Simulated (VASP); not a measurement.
Input of a VASP 6.6.1 run:

Contents of INCAR:

```
SYSTEM = B5N
PREC = Accurate
ENCUT = 600
EDIFF = 1E-6
ISMEAR = 0
SIGMA = 0.1
LREAL = .False.
LASPH = .True.
NELM = 100
ALGO = Normal
ISIF = 3
LWAVE = .False.
LCHARG = .False.
GGA = PE
IBRION = 2
NSW = 100
EDIFFG = -0.01
```

KPOINTS

```
Automatic mesh
0
Gamma
  24 24 4
  0 0 0
```

File POSCAR:

```
B5N
1.0
    1.8431561491      0.0000000000      0.0000000000
   -0.9215780746      1.5962200483      0.0000000000
    0.0000000000      0.0000000000     16.5759214958
B N
5 1
Direct
    0.6666666667      0.3333333333      0.8077368500
    0.0000000000      0.0000000000      0.6992290173
    0.6666666667      0.3333333333      0.5000000000
    0.0000000000      0.0000000000      0.3007709827
    0.6666666667      0.3333333333      0.1922631500
    0.0000000000      0.0000000000      0.0000000000
```

Potentials or basis: VASP PAW PBE potentials, release 64 (B, N).

Run with:

```sh
$ cat potpaw_PBE.64/B/POTCAR potpaw_PBE.64/N/POTCAR > POTCAR
$ mpirun -np 1 vasp_std > vasp.out
```

(1) What does it give for the space group after relaxing (to 0.05 Å)?

(2) Estimate the band gap on the k mesh.

## Answers

(1) P-6m2 (No. 187).

(2) zero (band 10 reaches 6.70 eV, above the bottom of band 11 at 3.22 eV).
